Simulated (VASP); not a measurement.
# CaSe (v.bh) (Fm-3m) in VASP: a series of runs

CaSe (v.bh) is run at these levels: PBE; tasks: single point.

Everything below comes from runs of VASP 6.6.1. Logs are shortened: lines on timing, memory, paths and dates and some standing lists are left out, and cuts for length are marked.

## 1. The cell of the first run

It takes space group Fm-3m (No. 225, cubic). The conventional cell has a = 5.958 Å, b = 5.958 Å, c = 5.958 Å, α = 90.00°, β = 90.00°, γ = 90.00°. Ca (site symmetry m-3m) has 6 Se at 2.98 Å within 3.9 Å. Se (site symmetry m-3m) has 6 Ca at 2.98 Å within 3.9 Å.

## 2. Single point, PBE

INCAR reads:

```
PREC     = Accurate       # precision mode
ENCUT    = 500            # plane-wave cutoff, eV
EDIFF    = 1E-6           # SCF threshold, eV
ISMEAR   = 0              # smearing method
SIGMA    = 0.02           # smearing width, eV
LREAL    = F              # projectors in reciprocal space
LASPH    = T              # aspherical terms in the spheres
NELM     = 120            # most SCF steps
ALGO     = Normal         # electronic algorithm
ISIF     = 2              # what is computed and relaxed
LWAVE    = F              # write WAVECAR
LCHARG   = F              # write CHGCAR
GGA      = PE             # functional
NBANDS   = 15             # bands
GGA_COMPAT= F
```

KPOINTS reads:

```
Automatic mesh
0
Gamma
  8 8 8
```

POSCAR reads:

```
CaSe
1.0
    0.0000000000      2.9789927088      2.9789927088
    2.9789927088      0.0000000000      2.9789927088
    2.9789927088      2.9789927088      0.0000000000
Ca Se
1 1
Direct
    0.0000000000      0.0000000000      0.0000000000
    0.5000000000      0.5000000000      0.5000000000
```

Potentials or basis: VASP PAW PBE potentials, release 64 (Ca_sv, Se).

Started as:

```console
cat potpaw_PBE.64/Ca_sv/POTCAR potpaw_PBE.64/Se/POTCAR > POTCAR
mpirun -np 1 vasp_std > vasp.out
```

OUTCAR:

```text
PREC = Accurate
   ENCUT = 500
   EDIFF = 1E-6
   ISMEAR = 0
   LREAL = F
   LASPH = T
   NELM = 120
   ISIF = 2
   GGA = PE

 ion  position               nearest neighbor table
   1  0.000  0.000  0.000-   2 2.98   2 2.98   2 2.98   2 2.98   2 2.98   2 2.98
   2  0.500  0.500  0.500-   1 2.98   1 2.98   1 2.98   1 2.98   1 2.98   1 2.98

  LATTYP: Found a face centered cubic cell.
 ALAT       =     5.9579854176

  Lattice vectors:

 A1 = (   0.0000000000,   2.9789927088,   2.9789927088)
 A2 = (   2.9789927088,   0.0000000000,   2.9789927088)
 A3 = (   2.9789927088,   2.9789927088,   0.0000000000)

Analysis of symmetry for initial positions (statically):
=====================================================================
 Subroutine PRICEL returns:
 Original cell was already a primitive cell.

 Routine SETGRP: Setting up the symmetry group for a
 face centered cubic supercell.

 Subroutine GETGRP returns: Found 48 space group operations
 (whereof 48 operations were pure point group operations)
 out of a pool of 48 trial point group operations.

The static configuration has the point symmetry O_h .

Analysis of symmetry for dynamics (positions and initial velocities):
=====================================================================
 Subroutine PRICEL returns:
 Original cell was already a primitive cell.

 Routine SETGRP: Setting up the symmetry group for a
 face centered cubic supercell.

 Subroutine GETGRP returns: Found 48 space group operations
 (whereof 48 operations were pure point group operations)
 out of a pool of 48 trial point group operations.

The dynamic configuration has the point symmetry O_h .

 Subroutine INISYM returns: Found 48 space group operations
 (whereof 48 operations are pure point group operations),
 and found     1 'primitive' translations

----------------------------------------------------------------------------------------

                                     Primitive cell

  volume of cell :      52.8735

  direct lattice vectors                    reciprocal lattice vectors
     0.000000000  2.978992709  2.978992709    -0.167841968  0.167841968  0.167841968
     2.978992709  0.000000000  2.978992709     0.167841968 -0.167841968  0.167841968
     2.978992709  2.978992709  0.000000000     0.167841968  0.167841968 -0.167841968

  length of vectors
     4.212931891  4.212931891  4.212931891     0.290710817  0.290710817  0.290710817

  position of ions in fractional coordinates (direct lattice)
[... 77 lines left out ...]
   ENCUT  =  500.0 eV  36.75 Ry    6.06 a.u.   7.68  7.68  7.68*2*pi/ulx,y,z
   NELM   =    120;   NELMIN=  2; NELMDL= -5     # of ELM steps
   EDIFF  = 0.1E-05   stopping-criterion for ELM
   LREAL  =      F    real-space projection
[... 7 lines left out ...]
   TEBEG  =    0.0;   TEEND  =   0.0 temperature during run
   PSTRESS=    0.0 pullay stress
   NELECT =      16.0000    total number of electrons
   NUPDOWN=      -1.0000    fix difference up-down
   EMIN   =  10.00;   EMAX   =-10.00  energy-range for DOS
   EFERMI =   0.00;   METHOD = LEGACY
   ISMEAR =     0;   SIGMA  =   0.02  broadening in eV -4-tet -1-fermi 0-gaus
   EFERMI_NEDOS =   21; number of points for ismear=-14 and -15
   IALGO  =     38    algorithm
   IMIX   =      4    mixing-type and parameters
     AMIX     =   0.40;   BMIX     =  1.00
     AMIX_MAG =   1.60;   BMIX_MAG =  1.00
  volume/ion in A,a.u.               =      26.44       178.40
  Fermi-wavevector in a.u.,A,eV,Ry     =   1.099095  2.076989 16.435983  1.208011
  Thomas-Fermi vector in A             =   2.235484
   LORBIT       =      0    0 simple, 1 ext, 2 COOP (PROOUT), +10 PAW based schemes
   GGA     = PE    functional components
   LHFCALC =     F    Hartree Fock is set to
   AEXX    =    0.0000 exact exchange contribution
   IVDW    =     0    specifies the selected vdW correction
   LEPSILON=     F    determine dielectric tensor
   LRPA    =     F    only Hartree local field effects (RPA)
 non-spin polarized calculation
 Gauss-broadening in eV      SIGMA  =   0.02
  energy-cutoff  :      500.00
  volume of cell :       52.87
 maximum number of plane-waves:      1363
   NGX = 15   NGY = 15   NGZ = 15

 number of electron      15.9999996 magnetization

 Free energy of the ion-electron system (eV)
  ---------------------------------------------------
  ext. energy  EPLUGINS =         0.00000000
  ---------------------------------------------------
  free energy    TOTEN  =        -9.48566739 eV

  energy without entropy =       -9.48566739  energy(sigma->0) =       -9.48566739

 E-fermi :   2.4078     XC(G=0):  -9.0645

 val. band max:        2.2990327530   @ k =   0.0000   0.0000   0.0000
 cond. band min:       4.3728907237   @ k =   0.5000   0.5000   0.0000
 fundamental gap:      2.0738579707
 Fermi energy:         2.4077771761

 k-point     1 :       0.0000    0.0000    0.0000
  band No.  band energies     occupation
      1     -37.5166      2.00000
      2     -18.5065      2.00000
      3     -18.5065      2.00000
      4     -18.5065      2.00000
      5      -9.4259      2.00000
      6       2.2990      2.00000
      7       2.2990      2.00000
      8       2.2990      2.00000
      9       5.5257      0.00000
     10       6.0113      0.00000
     11       6.0113      0.00000
     12       6.0113      0.00000
     13       6.5591      0.00000
     14       6.5591      0.00000
[... 401 lines left out ...]
      2     -18.5903      2.00000
      3     -18.5364      2.00000
      4     -18.5219      2.00000
      5      -8.7787      2.00000
      6      -0.4610      2.00000
      7       0.7182      2.00000
      8       1.1027      2.00000
      9       6.7484      0.00000
     10       7.0285      0.00000
     11       7.9611      0.00000
     12       8.2196      0.00000
     13       8.5599      0.00000
     14       9.4440      0.00000
     15      10.7593      0.00000

 [... further k-points ...]
[... 5 lines left out ...]
  --------------------------------------------------------------------------------------
  -------------------------------------------------------------------------------------
  Total        0.0531432      0.0531432      0.0531432      0.0000000      0.0000000     -0.0000000
  in kB        1.6103478      1.6103478      1.6103478      0.0000000      0.0000000     -0.0000000
  external PRESSURE =       1.6103478 kB  Pullay stress =       0.0000000 kB

 VOLUME and BASIS-vectors are now :
 -----------------------------------------------------------------------------
  energy-cutoff  :      500.00
  volume of cell :       52.87
      direct lattice vectors                 reciprocal lattice vectors
     0.000000000  2.978992709  2.978992709    -0.167841968  0.167841968  0.167841968
     2.978992709  0.000000000  2.978992709     0.167841968 -0.167841968  0.167841968
     2.978992709  2.978992709  0.000000000     0.167841968  0.167841968 -0.167841968

 POSITION                                       TOTAL-FORCE (eV/Angst)
 -----------------------------------------------------------------------------------
      0.00000      0.00000      0.00000        -0.000000      0.000000      0.000000
      2.97899      2.97899      2.97899         0.000000     -0.000000     -0.000000
 -----------------------------------------------------------------------------------
    total drift:                                0.000000     -0.000000     -0.000000

  FREE ENERGIE OF THE ION-ELECTRON SYSTEM (eV)
  ---------------------------------------------------
  free  energy   TOTEN  =        -9.4856673926 eV

  energy  without entropy=       -9.4856673926  energy(sigma->0) =       -9.48566739
```

OSZICAR:

```text
N       E                     dE             d eps       ncg     rms          rms(c)
DAV:   1     0.105397081698E+03    0.10540E+03   -0.73274E+03   870   0.956E+02
DAV:   2    -0.513641387608E+01   -0.11053E+03   -0.10619E+03  1122   0.237E+02
DAV:   3    -0.943924269596E+01   -0.43028E+01   -0.42669E+01  1173   0.453E+01
DAV:   4    -0.962898314826E+01   -0.18974E+00   -0.18968E+00  1199   0.818E+00
DAV:   5    -0.963017404332E+01   -0.11909E-02   -0.11909E-02  1159   0.708E-01    0.426E+00
DAV:   6    -0.948815432749E+01    0.14202E+00   -0.19231E-01  1010   0.230E+00    0.252E+00
DAV:   7    -0.948133333181E+01    0.68210E-02   -0.98967E-02  1134   0.197E+00    0.822E-01
DAV:   8    -0.948543040033E+01   -0.40971E-02   -0.12246E-02   905   0.835E-01    0.119E-01
DAV:   9    -0.948552833144E+01   -0.97931E-04   -0.67090E-04  1145   0.256E-01    0.484E-02
DAV:  10    -0.948564929055E+01   -0.12096E-03   -0.16540E-04   961   0.795E-02    0.154E-02
DAV:  11    -0.948566902766E+01   -0.19737E-04   -0.46105E-05  1017   0.587E-02    0.106E-02
DAV:  12    -0.948566781290E+01    0.12148E-05   -0.25331E-06  1060   0.119E-02    0.466E-03
DAV:  13    -0.948566739265E+01    0.42025E-06   -0.81541E-07   680   0.606E-03
   1 F= -.94856674E+01 E0= -.94856674E+01  d E =-.957369E-17
```

stdout:

```text
POSCAR found type information on POSCAR CaSe
 POSCAR found :  2 types and       2 ions
 scaLAPACK will be used
 LDA part: xc-table for (Slater+PW92), standard interpolation
 POSCAR, INCAR and KPOINTS ok, starting setup
 FFT: planning ... GRIDC
 FFT: planning ... GRID_SOFT
 FFT: planning ... GRID
 WAVECAR not read
 entering main loop
```

It took 29 s on 1 thread of Intel Xeon 8259CL, shared host; peak memory 0.18 GiB.

Results:

- Free energy: -9.4857 eV
- Pressure: 0.2 GPa
- Band gap on the k mesh: 2.07 eV, indirect (least direct gap 2.99 eV)

Levels at points of the mesh, in eV from the valence-band top:
```csv
k point,band 4,band 5,band 6,band 7,band 8,band 9,band 10,band 11,band 12,band 13
"(0.00, 0.00, 0.00)",-20.81,-11.72,0.00,0.00,0.00,3.23,3.71,3.71,3.71,4.26
"(0.50, 0.00, 0.00)",-20.81,-11.07,-3.20,-1.15,-1.15,4.48,5.42,5.45,5.45,7.39
"(0.50, 0.50, 0.00)",-20.84,-11.17,-2.46,-0.91,-0.91,2.07,4.96,5.00,5.93,5.97
```

## 3. Single point, PBE

INCAR reads:

```
SYSTEM = CaSe
ALGO     = Normal         ! electronic algorithm
EDIFF    = 1E-6           ! SCF threshold, eV
ENCUT    = 500            ! plane-wave cutoff, eV
GGA      = PE             ! functional
GGA_COMPAT= .FALSE.      
ISIF     = 2              ! what is computed and relaxed
ISMEAR   = 0              ! smearing method
LASPH    = .TRUE.         ! aspherical terms in the spheres
LCHARG   = .FALSE.        ! write CHGCAR
LREAL    = .FALSE.        ! projectors in reciprocal space
LWAVE    = .FALSE.        ! write WAVECAR
NBANDS   = 15             ! bands
NELM     = 120            ! most SCF steps
PREC     = Accurate       ! precision mode
SIGMA    = 0.02           ! smearing width, eV
```

KPOINTS reads:

```
k-points
0
G
  8 8 8
  0 0 0
```

POSCAR is that of step 2.

Potentials or basis: VASP PAW PBE potentials, release 64 (Ca_sv, Se).

Started as:

```console
cat potpaw_PBE.64/Ca_sv/POTCAR potpaw_PBE.64/Se/POTCAR > POTCAR
mpirun -np 1 vasp_std > vasp.out
```

It took 26 s on 1 thread of Intel Xeon 8259CL, shared host; peak memory 0.18 GiB.

It converged, with:

| Property | Result |
| --- | --- |
| Free energy | -9.4857 eV |
| Pressure | 0.2 GPa |
| Band gap on the k mesh | 2.07 eV, indirect (least direct gap 2.99 eV) |

Levels at points of the mesh, in eV from the valence-band top:
```tsv
k point	band 6	band 7	band 8	band 9	band 10	band 11
(0.00, 0.00, 0.00)	0.00	0.00	0.00	3.23	3.71	3.71
(0.50, 0.00, 0.00)	-3.20	-1.15	-1.15	4.48	5.42	5.45
(0.50, 0.50, 0.00)	-2.46	-0.91	-0.91	2.07	4.96	5.00
```

A k mesh can miss the band edges. As with any semilocal functional, this PBE gap is likely too small.
